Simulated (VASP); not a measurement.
Runs of VASP 6.6.1 on Na. The structure is that of space group Fd-3m (No. 227), or close to it. The cells are those of the table. 

| task | cell | k mesh | cutoff (eV) | gap on the mesh (eV) | pressure (GPa) |
| --- | --- | --- | --- | --- | --- |
| single point | a = 5.600 Å, angles 60.0°, 2 atoms | 8 × 8 × 8 | 520 | none | 0.0 |
| single point | a = 5.367 Å, angles 60.0°, 2 atoms | 8 × 8 × 8 | 520 | none | 0.4 |
| single point | a = 5.816 Å, angles 60.0°, 2 atoms | 8 × 8 × 8 | 520 | none | -0.2 |
| single point | a = 5.600 Å, angles 60.0°, 2 atoms | 11 × 11 × 11 | 520 | none | 0.0 |
| relaxation of cell and atoms | relaxed from a = 5.241 Å, angles 60.0°, 2 atoms | 8 × 8 × 8 | 600 | none | 0.0 |
| single point | a = 5.447 Å, angles 60.0°, 2 atoms | 8 × 8 × 8 | 520 | none | (a) |
| single point | a = 5.674 Å, angles 60.0°, 2 atoms | 8 × 8 × 8 | 520 | none | 0.0 |

Alike in all rows: level BLYP; potentials or basis VASP PAW PBE potentials, release 64 (Na_pv); no spin polarisation; smearing fermi-dirac 0.1 eV.

Q: Estimate the missing entries.

A: (a) 0.3.

Caveats: the PAW data sets were made with another functional, which shifts forces and pressure a little.

A gap of «none» marks levels without a gap at the run's occupations.
